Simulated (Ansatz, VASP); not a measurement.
## One calculation of Ca, two programs

Contents of INCAR:

```
PREC     = Accurate       # precision mode
ENCUT    = 520            # plane-wave cutoff, eV
EDIFF    = 1E-6           # SCF threshold, eV
ISMEAR   = -1             # smearing method
SIGMA    = 0.05           # smearing width, eV
LREAL    = F              # projectors in reciprocal space
LASPH    = T              # aspherical terms in the spheres
NELM     = 100            # most SCF steps
ALGO     = Normal         # electronic algorithm
ISIF     = 2              # what is computed and relaxed
LWAVE    = F              # write WAVECAR
LCHARG   = F              # write CHGCAR
GGA      = PS             # functional
NBANDS   = 17             # bands
```

File KPOINTS:

```
Automatic mesh
0
Gamma
  11 11 6
```

POSCAR

```
Ca
1.0
    1.9712759950     -3.3954901800      0.0000000000
    1.9712759950      3.3954901800      0.0000000000
    0.0000000000      0.0000000000      6.5091117400
Ca
2
Direct
    0.8355866000      0.1644134000      0.2546089238
    0.1644134000      0.8355866000      0.7500000000
```

Input for Ansatz:

```yaml
crystal:
  lattice:
    - [1.971275995, -3.39549018, 0.0]
    - [1.971275995, 3.39549018, 0.0]
    - [0.0, 0.0, 6.50911174]
  atoms:
    - { symbol: Ca, position: [0.8355866, 0.1644134, 0.2546089238] }
    - { symbol: Ca, position: [0.1644134, 0.8355866, 0.75] }
kpoints:
  mp_grid: { grid: [11, 11, 6] }
scf:
  occupations: { method: fermi_dirac, width: 0.05 }
hamiltonian:
  xc: pbesol
  pseudopotentials: { kind: all_electron, lapw: { basis_error: 0.0005 } }
output:
  forces: true
  stress: true
  eigenvalues: true
```

Alike in both runs: task single point; functional PBEsol; k mesh 11 × 11 × 6; occupations fermi-dirac, width 0.05 eV; no spin polarisation.

```csv
,VASP,Ansatz
version,VASP 6.6.1,Ansatz 0.2.0
potentials or method,"VASP PAW PBE potentials, release 64 (Ca_sv), cutoff 520 eV","all-electron LAPW, scalar-relativistic"
```

Ansatz gave:

- pressure (GPa): -1.1
- traceless stress, the component that is largest in VASP (GPa): 0.17
- rms of the force components (eV/Å): 0.025

Question: Which values does VASP return?

Answer: Pressure (GPa): -1.1; traceless stress, the component that is largest in VASP (GPa): 0.17; rms of the force components (eV/Å): 0.026.

VASP's potentials were made for PBE, not for PBEsol. Atom by atom the forces differ by 0.000 eV/Å (rms over components). Ansatz ran all-electron here, and VASP with PAW potentials.
